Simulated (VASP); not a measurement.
# TaN (P6/mmm) in VASP: single point with PBE

Aim: the single point of TaN with PBE.

Program: VASP 6.6.1. These are calculated values, not measurements. Logs are shortened: lines on timing, memory, paths and dates and some standing lists are left out, and cuts for length are marked.

**1. The cell of the first run**

It takes space group P6/mmm (No. 191, hexagonal). The conventional cell has a = 5.191 Å, b = 5.191 Å, c = 2.908 Å, α = 90.00°, β = 90.00°, γ = 120.00°. Within 3.4 Å of Ta (site symmetry 6/mmm) lie 6 N at 2.60 Å and 14 Ta at 2.91 to 3.33 Å. Ta (site symmetry -6m2) has 6 N at 2.09 Å within 2.8 Å. Within 2.8 Å of N (site symmetry mmm) lie 6 Ta at 2.09 to 2.60 Å and 4 N at 2.60 Å.

**2. Single point, PBE**

File INCAR:

```
PREC = Accurate ; ENCUT = 520
EDIFF = 1E-7 ; ISMEAR = 1
SIGMA = 0.15 ; LREAL = F
LASPH = T ; NELM = 100
ALGO = Normal ; ISIF = 2
LWAVE = F ; LCHARG = F
GGA = PE ; NBANDS = 33
```

File KPOINTS:

```
Automatic mesh
0
Gamma
  5 5 8
```

File POSCAR:

```
TaN
1.0
    5.1910000000      0.0000000000      0.0000000000
   -2.5955000000      4.4955380000      0.0000000000
    0.0000000000      0.0000000000      2.9080000000
Ta N
3 3
Direct
    0.0000000000      0.0000000000      0.0000000000
    0.3333333333      0.6666666667      0.5000000000
    0.6666666667      0.3333333333      0.5000000000
    0.5000000000      0.0000000000      0.0000000000
    0.5000000000      0.5000000000      0.0000000000
    0.0000000000      0.5000000000      0.0000000000
```

Potentials or basis: VASP PAW PBE potentials, release 64 (Ta_pv, N).

The run is started by

```sh
$ cat potpaw_PBE.64/Ta_pv/POTCAR potpaw_PBE.64/N/POTCAR > POTCAR
$ mpirun -np 1 vasp_std > vasp.out
```

OUTCAR:

```text
PREC = Accurate
   ENCUT = 520
   EDIFF = 1E-7
   ISMEAR = 1
   LREAL = F
   LASPH = T
   NELM = 100
   ISIF = 2
   GGA = PE

 ion  position               nearest neighbor table
   1  0.000  0.000  0.000-   4 2.60   4 2.60   6 2.60   6 2.60   5 2.60   5 2.60   3 3.33   3 3.33
                             2 3.33   2 3.33   2 3.33   3 3.33   2 3.33   3 3.33   2 3.33   3 3.33
   2  0.333  0.667  0.500-   6 2.09   6 2.09   5 2.09   5 2.09   4 2.09   4 2.09   3 3.00   3 3.00
                             3 3.00   1 3.33   1 3.33   1 3.33   1 3.33   1 3.33   1 3.33
   3  0.667  0.333  0.500-   6 2.09   6 2.09   5 2.09   5 2.09   4 2.09   4 2.09   2 3.00   2 3.00
                             2 3.00   1 3.33   1 3.33   1 3.33   1 3.33   1 3.33   1 3.33
   4  0.500  0.000  0.000-   2 2.09   3 2.09   2 2.09   3 2.09   1 2.60   1 2.60
   5  0.500  0.500  0.000-   2 2.09   3 2.09   2 2.09   3 2.09   1 2.60   1 2.60
   6  0.000  0.500  0.000-   2 2.09   3 2.09   2 2.09   3 2.09   1 2.60   1 2.60

  LATTYP: Found a hexagonal cell.
 ALAT       =     5.1910000000
 C/A-ratio  =     0.5602003468

  Lattice vectors:

 A1 = (   5.1910000000,   0.0000000000,   0.0000000000)
 A2 = (  -2.5955000000,   4.4955380000,   0.0000000000)
 A3 = (   0.0000000000,   0.0000000000,   2.9080000000)

Analysis of symmetry for initial positions (statically):
=====================================================================
 Subroutine PRICEL returns:
 Original cell was already a primitive cell.

 Routine SETGRP: Setting up the symmetry group for a
 hexagonal supercell.

 Subroutine GETGRP returns: Found 24 space group operations
 (whereof 24 operations were pure point group operations)
 out of a pool of 24 trial point group operations.

The static configuration has the point symmetry D_6h.

Analysis of symmetry for dynamics (positions and initial velocities):
=====================================================================
 Subroutine PRICEL returns:
 Original cell was already a primitive cell.

 Routine SETGRP: Setting up the symmetry group for a
 hexagonal supercell.

 Subroutine GETGRP returns: Found 24 space group operations
 (whereof 24 operations were pure point group operations)
 out of a pool of 24 trial point group operations.

The dynamic configuration has the point symmetry D_6h.

 Subroutine INISYM returns: Found 24 space group operations
 (whereof 24 operations are pure point group operations),
 and found     1 'primitive' translations

[... 101 lines left out ...]
   EDIFF  = 0.1E-06   stopping-criterion for ELM
   LREAL  =      F    real-space projection
   EDIFFG = 0.1E-05   stopping-criterion for IOM
   NSW    =      0    number of steps for IOM
   IBRION =     -1    ionic relax: 0-MD 1-quasi-New 2-CG
   NFREE  =      0    steps in history (QN), initial steepest desc. (CG)
   ISIF   =      2    stress and relaxation
   ISYM   =      2    0-nonsym 1-usesym 2-fastsym
   POTIM  = 0.5000    time-step for ionic-motion
   TEBEG  =    0.0;   TEEND  =   0.0 temperature during run
   PSTRESS=    0.0 pullay stress
   NELECT =      48.0000    total number of electrons
   NUPDOWN=      -1.0000    fix difference up-down
   EMIN   =  10.00;   EMAX   =-10.00  energy-range for DOS
   EFERMI =   0.00;   METHOD = LEGACY
   ISMEAR =     1;   SIGMA  =   0.15  broadening in eV -4-tet -1-fermi 0-gaus
   EFERMI_NEDOS =   21; number of points for ismear=-14 and -15
   IALGO  =     38    algorithm
   IMIX   =      4    mixing-type and parameters
     AMIX     =   0.40;   BMIX     =  1.00
     AMIX_MAG =   1.60;   BMIX_MAG =  1.00
  volume/ion in A,a.u.               =      11.31        76.33
  Fermi-wavevector in a.u.,A,eV,Ry     =   1.458634  2.756418 28.947918  2.127612
  Thomas-Fermi vector in A             =   2.575295
   LORBIT       =      0    0 simple, 1 ext, 2 COOP (PROOUT), +10 PAW based schemes
   GGA     = PE    functional components
   LHFCALC =     F    Hartree Fock is set to
   AEXX    =    0.0000 exact exchange contribution
   IVDW    =     0    specifies the selected vdW correction
   LEPSILON=     F    determine dielectric tensor
   LRPA    =     F    only Hartree local field effects (RPA)
 non-spin polarized calculation
 Methfessel and Paxton  Order N= 1 SIGMA  =   0.15
  energy-cutoff  :      520.00
  volume of cell :       67.86
 maximum number of plane-waves:      1858
 NGX is ok and might be reduce to    40
   NGX = 19   NGY = 19   NGZ = 11

 number of electron      47.9999998 magnetization

 Free energy of the ion-electron system (eV)
  ---------------------------------------------------
  ext. energy  EPLUGINS =         0.00000000
  ---------------------------------------------------
  free energy    TOTEN  =       -64.73294083 eV

  energy without entropy =      -64.73076832  energy(sigma->0) =      -64.73221666

 E-fermi :   8.2164     XC(G=0): -13.0441

 val. band max:        8.1935044114   @ k =   0.0000   0.0000   0.3750
 cond. band min:       8.2696373861   @ k =   0.2000   0.0000   0.2500
 fundamental gap:      0.0761329747
 Fermi energy:         8.2164134165

 k-point     1 :       0.0000    0.0000    0.0000
  band No.  band energies     occupation
      1     -28.0194      2.00000
      2     -28.0194      2.00000
      3     -27.6279      2.00000
      4     -27.6279      2.00000
      5     -27.4027      2.00000
      6     -27.2878      2.00000
[... 853 lines left out ...]
     32      12.1433      0.00000
     33      13.5519      0.00000

 [... further k-points ...]
[... 5 lines left out ...]
  --------------------------------------------------------------------------------------
  -------------------------------------------------------------------------------------
  Total        4.2551198      4.2551200      4.8010536      0.0000000     -0.0000000     -0.0000000
  in kB      100.4604846    100.4604904    113.3496118      0.0000000     -0.0000000     -0.0000000
  external PRESSURE =     104.7568623 kB  Pullay stress =       0.0000000 kB

 VOLUME and BASIS-vectors are now :
 -----------------------------------------------------------------------------
  energy-cutoff  :      520.00
  volume of cell :       67.86
      direct lattice vectors                 reciprocal lattice vectors
     5.191000000  0.000000000  0.000000000     0.192641110  0.111221393  0.000000000
    -2.595500000  4.495538000  0.000000000     0.000000000  0.222442787  0.000000000
     0.000000000  0.000000000  2.908000000     0.000000000  0.000000000  0.343878955

 POSITION                                       TOTAL-FORCE (eV/Angst)
 -----------------------------------------------------------------------------------
      0.00000      0.00000      0.00000         0.000000      0.000000      0.000000
     -0.00000      2.99703      1.45400         0.000000     -0.000000      0.000000
      2.59550      1.49851      1.45400        -0.000000      0.000000      0.000000
      2.59550      0.00000      0.00000         0.000000      0.000000      0.000000
      1.29775      2.24777      0.00000         0.000000      0.000000      0.000000
     -1.29775      2.24777      0.00000         0.000000      0.000000      0.000000
 -----------------------------------------------------------------------------------
    total drift:                               -0.000000      0.000000     -0.000000

  FREE ENERGIE OF THE ION-ELECTRON SYSTEM (eV)
  ---------------------------------------------------
  free  energy   TOTEN  =       -64.7329408261 eV

  energy  without entropy=      -64.7307683193  energy(sigma->0) =      -64.73221666
```

stdout:

```text
POSCAR found type information on POSCAR TaN
 POSCAR found :  2 types and       6 ions
 scaLAPACK will be used
 LDA part: xc-table for (Slater+PW92), standard interpolation
 POSCAR, INCAR and KPOINTS ok, starting setup
 FFT: planning ... GRIDC
 FFT: planning ... GRID_SOFT
 FFT: planning ... GRID
 WAVECAR not read
 entering main loop
```

It took 56 s on 1 thread of Intel Xeon 6975P-C, shared host; peak memory 0.21 GiB.

What came out:

```yaml
Free_energy: -64.7329 eV
Pressure: 10.5 GPa
Band_gap_on_the_k_mesh: zero (band 24 reaches 9.09 eV, above the bottom of band 25 at 6.96 eV)
```

Stress tensor (GPa, compression positive):
```
10.05  0.00  0.00
 0.00 10.05  0.00
 0.00  0.00 11.33
```

Levels at points of the mesh, in eV from the Fermi level:
```
           k point  band 22  band 23  band 24  band 25  band 26  band 27
(0.00, 0.00, 0.00)    -2.53    -2.09    -1.26    -1.26     0.81     0.81
(0.00, 0.00, 0.50)    -3.14    -1.96     0.87     0.87     1.45     1.77
```

Caveat: spin-orbit coupling is left out, which moves the levels of the heavy elements.
